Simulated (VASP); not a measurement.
Here is a VASP 6.6.1 calculation.

INCAR

```
SYSTEM = Hf
  PREC = Accurate
  ENCUT = 520
  EDIFF = 1E-6
  ISMEAR = -1
  SIGMA = 0.1
  LREAL = .False.
  LASPH = .True.
  NELM = 60
  ALGO = Normal
  ISIF = 2
  LWAVE = .False.
  LCHARG = .False.
  GGA = RE
  IVDW = 12
  NBANDS = 11
```

The input KPOINTS:

```
Automatic mesh
0
Gamma
  10 10 10
  0 0 0
```

Contents of POSCAR:

```
Hf
1.0
    0.0000000000      2.2188153680      2.2188153680
    2.2188153680      0.0000000000      2.2188153680
    2.2188153680      2.2188153680      0.0000000000
Hf
1
Direct
    0.0000000000      0.0000000000      0.0000000000
```

Potentials or basis: VASP PAW PBE potentials, release 64 (Hf_pv).

Launch:

```bash
$ cat potpaw_PBE.64/Hf_pv/POTCAR > POTCAR
$ mpirun -np 1 vasp_std > vasp.out
```

**Question.** Estimate the dispersion energy per atom.

**Answer.** -0.806 eV.

**Question.** What does it give for the pressure?

**Answer.** -0.9 GPa.

**Question.** Estimate the band gap on the k mesh.

**Answer.** Zero (bands 5 and 6 overlap by 1.83 eV).

Caveat: three body term missing; the PAW data sets were made with another functional, which shifts forces and pressure a little; spin-orbit coupling is left out, which moves the levels of the heavy elements.
